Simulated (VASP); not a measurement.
# Si4Se3 (I-43d) in VASP: single point with PBE

Aim: the single point of Si4Se3 with PBE.

Everything below comes from runs of VASP 6.6.1. Logs are shortened: lines on timing, memory, paths and dates and some standing lists are left out, and cuts for length are marked.

**1. The cell of the first run**

It takes space group I-43d (No. 220, cubic). The conventional cell has a = 8.127 Å, b = 8.127 Å, c = 8.127 Å, α = 90.00°, β = 90.00°, γ = 90.00°. Within 3.7 Å of Si (site symmetry 3) lie 6 Se at 2.78 to 2.84 Å and 5 Si at 3.05 to 3.52 Å. Within 3.9 Å of Se (site symmetry -4) lie 8 Si at 2.78 to 2.84 Å and 8 Se at 3.80 Å.

**2. Single point, PBE**

INCAR reads:

```
SYSTEM = Si4Se3
PREC     = Accurate       ! precision mode
ENCUT    = 500            ! plane-wave cutoff, eV
EDIFF    = 1E-6           ! SCF threshold, eV
ISMEAR   = 0              ! smearing method
SIGMA    = 0.2            ! smearing width, eV
LREAL    = .False.        ! projectors in reciprocal space
LASPH    = .True.         ! aspherical terms in the spheres
NELM     = 120            ! most SCF steps
ALGO     = Normal         ! electronic algorithm
ISIF     = 2              ! what is computed and relaxed
LWAVE    = .False.        ! write WAVECAR
LCHARG   = .False.        ! write CHGCAR
GGA      = PE             ! functional
NBANDS   = 47             ! bands
GGA_COMPAT= .False.
```

KPOINTS reads:

```
Automatic mesh
0
Gamma
  3 3 3
  0 0 0
```

POSCAR reads:

```
Si4Se3
1.0
   -4.0633748341      4.0633748341      4.0633748341
    4.0633748341     -4.0633748341      4.0633748341
    4.0633748341      4.0633748341     -4.0633748341
Si Se
8 6
Direct
    0.3401404305      0.5000000000      0.0000000000
    0.5000000000      0.0000000000      0.3401404305
    0.8401404305      0.5000000000      0.0000000000
    0.0000000000      0.8401404305      0.5000000000
    0.1598595695      0.1598595695      0.1598595695
    0.5000000000      0.0000000000      0.8401404305
    0.6598595695      0.6598595695      0.6598595695
    0.0000000000      0.3401404305      0.5000000000
    0.7500000000      0.8750000000      0.1250000000
    0.3750000000      0.2500000000      0.6250000000
    0.1250000000      0.7500000000      0.8750000000
    0.8750000000      0.1250000000      0.7500000000
    0.2500000000      0.6250000000      0.3750000000
    0.6250000000      0.3750000000      0.2500000000
```

Potentials or basis: VASP PAW PBE potentials, release 64 (Si, Se).

Command:

```bash
> cat potpaw_PBE.64/Si/POTCAR potpaw_PBE.64/Se/POTCAR > POTCAR
> mpirun -np 1 vasp_std > vasp.out
```

OUTCAR:

```text
SYSTEM = Si4Se3
   PREC = Accurate
   ENCUT = 500
   EDIFF = 1E-6
   ISMEAR = 0
   LREAL = .False.
   LASPH = .True.
   NELM = 120
   ISIF = 2
   GGA = PE

 ion  position               nearest neighbor table
   1  0.340  0.500  0.000-  10 2.78  14 2.78   9 2.78  11 2.84  13 2.84  12 2.84   2 3.05   5 3.05
                             8 3.05
   2  0.500  0.000  0.340-  10 2.78  12 2.78  13 2.78  11 2.84   9 2.84  14 2.84   5 3.05   8 3.05
                             1 3.05
   3  0.840  0.500  0.000-  11 2.78  12 2.78  13 2.78  14 2.84   9 2.84  10 2.84   4 3.05   7 3.05
                             6 3.05
   4  0.000  0.840  0.500-   9 2.78  12 2.78  10 2.78  13 2.84  11 2.84  14 2.84   6 3.05   7 3.05
                             3 3.05
   5  0.160  0.160  0.160-   9 2.78  11 2.78  12 2.78  14 2.84  13 2.84  10 2.84   1 3.05   2 3.05
                             8 3.05
   6  0.500  0.000  0.840-   9 2.78  11 2.78  14 2.78  13 2.84  10 2.84  12 2.84   3 3.05   7 3.05
                             4 3.05
   7  0.660  0.660  0.660-  10 2.78  13 2.78  14 2.78  12 2.84  11 2.84   9 2.84   3 3.05   4 3.05
                             6 3.05
   8  0.000  0.340  0.500-  13 2.78  11 2.78  14 2.78  12 2.84   9 2.84  10 2.84   1 3.05   5 3.05
                             2 3.05
   9  0.750  0.875  0.125-   4 2.78   5 2.78   6 2.78   1 2.78   3 2.84   2 2.84   7 2.84   8 2.84
[... 7 lines left out ...]
  13  0.250  0.625  0.375-   8 2.78   3 2.78   7 2.78   2 2.78   4 2.84   6 2.84   5 2.84   1 2.84

  14  0.625  0.375  0.250-   1 2.78   6 2.78   7 2.78   8 2.78   5 2.84   3 2.84   2 2.84   4 2.84

  LATTYP: Found a body centered cubic cell.
 ALAT       =     8.1267496682

  Lattice vectors:

 A1 = (  -4.0633748341,   4.0633748341,   4.0633748341)
 A2 = (   4.0633748341,  -4.0633748341,   4.0633748341)
 A3 = (   4.0633748341,   4.0633748341,  -4.0633748341)

Analysis of symmetry for initial positions (statically):
=====================================================================
 Subroutine PRICEL returns:
 Original cell was already a primitive cell.

 Routine SETGRP: Setting up the symmetry group for a
 body centered cubic supercell.

 Subroutine GETGRP returns: Found 24 space group operations
 (whereof  3 operations were pure point group operations)
 out of a pool of 48 trial point group operations.

The static configuration has the point symmetry C_3 .
 The point group associated with its full space group is T_d .

Analysis of symmetry for dynamics (positions and initial velocities):
=====================================================================
 Subroutine PRICEL returns:
 Original cell was already a primitive cell.

[... 130 lines left out ...]
     AMIX     =   0.40;   BMIX     =  1.00
     AMIX_MAG =   1.60;   BMIX_MAG =  1.00
  volume/ion in A,a.u.               =      19.17       129.36
  Fermi-wavevector in a.u.,A,eV,Ry     =   1.035947  1.957656 14.601588  1.073186
  Thomas-Fermi vector in A             =   2.170315
   LORBIT       =      0    0 simple, 1 ext, 2 COOP (PROOUT), +10 PAW based schemes
   GGA     = PE    functional components
   LHFCALC =     F    Hartree Fock is set to
   AEXX    =    0.0000 exact exchange contribution
   IVDW    =     0    specifies the selected vdW correction
   LEPSILON=     F    determine dielectric tensor
   LRPA    =     F    only Hartree local field effects (RPA)
 non-spin polarized calculation
 Gauss-broadening in eV      SIGMA  =   0.20
  energy-cutoff  :      500.00
  volume of cell :      268.36
 maximum number of plane-waves:      6835
 NGX is ok and might be reduce to    54
   NGX = 25   NGY = 25   NGZ = 25

 number of electron      68.0000005 magnetization

 Free energy of the ion-electron system (eV)
  ---------------------------------------------------
  ext. energy  EPLUGINS =         0.00000000
  ---------------------------------------------------
  free energy    TOTEN  =       -58.39354637 eV

  energy without entropy =      -58.27127083  energy(sigma->0) =      -58.33240860

 E-fermi :   6.8627     XC(G=0): -10.3229

 val. band max:        6.7711425028   @ k =   0.3333   0.3333   0.0000
 cond. band min:       6.9070649957   @ k =  -0.3333   0.3333   0.3333
 fundamental gap:      0.1359224929
 Fermi energy:         6.8626567115

 k-point     1 :       0.0000    0.0000    0.0000
  band No.  band energies     occupation
      1      -8.5970      2.00000
      2      -6.9710      2.00000
      3      -6.9710      2.00000
      4      -6.9710      2.00000
      5      -6.7273      2.00000
      6      -6.7273      2.00000
[... 185 lines left out ...]
     45      10.1275      0.00000
     46      10.2628      0.00000
 [bands above 46 left out]

------------------------ aborting loop because EDIFF is reached ----------------------------------------

  FORCE on cell =-STRESS in cart. coord.  units (eV):
  Direction    XX          YY          ZZ          XY          YZ          ZX
  --------------------------------------------------------------------------------------
  -------------------------------------------------------------------------------------
  Total        0.4485403      0.4485403      0.4485403      0.0000000      0.0000000     -0.0000000
  in kB        2.6778815      2.6778815      2.6778815      0.0000000      0.0000000     -0.0000000
  external PRESSURE =       2.6778815 kB  Pullay stress =       0.0000000 kB

 VOLUME and BASIS-vectors are now :
 -----------------------------------------------------------------------------
  energy-cutoff  :      500.00
  volume of cell :      268.36
      direct lattice vectors                 reciprocal lattice vectors
    -4.063374834  4.063374834  4.063374834     0.000000000  0.123050425  0.123050425
     4.063374834 -4.063374834  4.063374834     0.123050425  0.000000000  0.123050425
     4.063374834  4.063374834 -4.063374834     0.123050425  0.123050425  0.000000000

 POSITION                                       TOTAL-FORCE (eV/Angst)
 -----------------------------------------------------------------------------------
      0.64957     -0.64957      3.41381        -0.043634      0.043634      0.043634
     -0.64957      3.41381      0.64957         0.043634      0.043634     -0.043634
     -1.38212      1.38212      5.44549        -0.043634      0.043634      0.043634
      5.44549     -1.38212      1.38212         0.043634     -0.043634      0.043634
      0.64957      0.64957      0.64957        -0.043634     -0.043634     -0.043634
      1.38212      5.44549     -1.38212         0.043634      0.043634     -0.043634
      2.68126      2.68126      2.68126        -0.043634     -0.043634     -0.043634
      3.41381      0.64957     -0.64957         0.043634     -0.043634      0.043634
      1.01584      0.00000      6.09506         0.000000     -0.000000     -0.000000
      2.03169      3.04753      0.00000        -0.000000     -0.000000     -0.000000
      6.09506      1.01584      0.00000         0.000000     -0.000000     -0.000000
      0.00000      6.09506      1.01584        -0.000000     -0.000000     -0.000000
      3.04753      0.00000      2.03169        -0.000000     -0.000000     -0.000000
      0.00000      2.03169      3.04753         0.000000     -0.000000     -0.000000
 -----------------------------------------------------------------------------------
    total drift:                                0.000000      0.000000      0.000000

  FREE ENERGIE OF THE ION-ELECTRON SYSTEM (eV)
  ---------------------------------------------------
  free  energy   TOTEN  =       -58.3935463719 eV

  energy  without entropy=      -58.2712708254  energy(sigma->0) =      -58.33240860
```

stdout:

```text
POSCAR found type information on POSCAR SiSe
 POSCAR found :  2 types and      14 ions
 scaLAPACK will be used
 LDA part: xc-table for (Slater+PW92), standard interpolation
 POSCAR, INCAR and KPOINTS ok, starting setup
 FFT: planning ... GRIDC
 FFT: planning ... GRID_SOFT
 FFT: planning ... GRID
 WAVECAR not read
 entering main loop
```

Wall time 1.7 min (1 thread of Intel Xeon 8259CL, shared host); peak memory 0.41 GiB.

Results:

```
Free energy            : -58.3935 eV
Pressure               : 0.3 GPa
Largest force          : 0.076 eV/Å
Band gap on the k mesh : 0.14 eV (least direct gap 0.40 eV)
```

Forces in eV/Å, atoms in the order of the input:
```
Si  -0.044  0.044  0.044
Si   0.044  0.044 -0.044
Si  -0.044  0.044  0.044
Si   0.044 -0.044  0.044
Si  -0.044 -0.044 -0.044
Si   0.044  0.044 -0.044
Si  -0.044 -0.044 -0.044
Si   0.044 -0.044  0.044
Se   0.000  0.000  0.000
Se   0.000  0.000  0.000
Se   0.000  0.000  0.000
Se   0.000  0.000  0.000
Se   0.000  0.000  0.000
Se   0.000  0.000  0.000
```

Levels at points of the mesh, in eV from the valence-band top:
```
           k point  band 31  band 32  band 33  band 34  band 35  band 36  band 37  band 38
(0.00, 0.00, 0.00)    -1.15    -0.87    -0.87    -0.87     0.16     0.16     0.16     1.15
```

Caveat: an odd mesh through Γ misses points on the zone boundary, where band edges can lie.
